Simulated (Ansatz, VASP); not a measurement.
# One calculation of HfBe2Si2, two programs

Contents of INCAR:

```
  PREC = Accurate
  ENCUT = 600
  EDIFF = 1E-6
  ISMEAR = 0
  SIGMA = 0.1
  LREAL = F
  LASPH = T
  NELM = 80
  ALGO = Fast
  ISIF = 3
  LWAVE = F
  LCHARG = F
  GGA = PE
  IBRION = 2
  NSW = 100
  EDIFFG = -0.01
```

Contents of KPOINTS:

```
Automatic mesh
0
Gamma
  8 8 8
```

Contents of POSCAR:

```
HfBe2Si2
1.0
    5.0002264689      0.0000000000      0.0000000000
    0.0000000000      5.0002264689      0.0000000000
    0.0000000000      0.0000000000      5.0767575551
Hf Be Si
1 2 2
Direct
    0.0000000000      0.0000000000      0.5000000000
    0.5000000000      0.5000000000      0.5000000000
    0.0000000000      0.0000000000      0.0000000000
    0.0000000000      0.5000000000      0.5000000000
    0.5000000000      0.0000000000      0.5000000000
```

Input for Ansatz:

```yaml
crystal:
  lattice:
    - [5.0002264689, 0.0, 0.0]
    - [0.0, 5.0002264689, 0.0]
    - [0.0, 0.0, 5.0767575551]
  atoms:
    - { symbol: Hf, position: [0.0, 0.0, 0.5] }
    - { symbol: Be, position: [0.5, 0.5, 0.5] }
    - { symbol: Be, position: [0.0, 0.0, 0.0] }
    - { symbol: Si, position: [0.0, 0.5, 0.5] }
    - { symbol: Si, position: [0.5, 0.0, 0.5] }
basis:
  ecutwfc: 420
kpoints:
  mp_grid: { grid: [8, 8, 8] }
hamiltonian:
  xc: pbe
scf:
  occupations: { method: gaussian, width: 0.1 }
output:
  forces: true
  stress: true
  eigenvalues: true
  write_density: true
  write_potential: true
  elf: true
  volumetric_format: npy
relax:
  adjacent_minimum: "off"
  f_tol: 0.01
  max_steps: 80
  cell: { stress_tol: 0.05 }
```

Alike in both runs: task relaxation of cell and atoms; functional PBE; k mesh 8 × 8 × 8; occupations gaussian, width 0.1 eV; no spin polarisation.

|  | VASP | Ansatz |
| --- | --- | --- |
| version | VASP 6.6.1 | Ansatz 0.2.0 |
| potentials or method | VASP PAW PBE potentials, release 64 (Hf_pv, Be, Si), cutoff 600 eV | scalar-relativistic, plane waves, PAW |
| valence electrons in the cell | 22 | 38 |

```csv
,VASP,Ansatz,Ansatz less VASP
"gap on the k mesh at the Fermi level, each at its own relaxed structure (eV)",none,none,-
relaxed volume (Å³/atom),25.56,25.46,-0.103
relaxed cell length with the largest relative difference (Å),5.010,5.003,-0.0070
```

A gap of «none» marks a metal or a gap that the smearing closes. VASP's potentials hold 22 valence electrons a cell and Ansatz's 38, so a difference there can come from the potentials and not from the codes.

Neither program's run includes spin-orbit coupling.
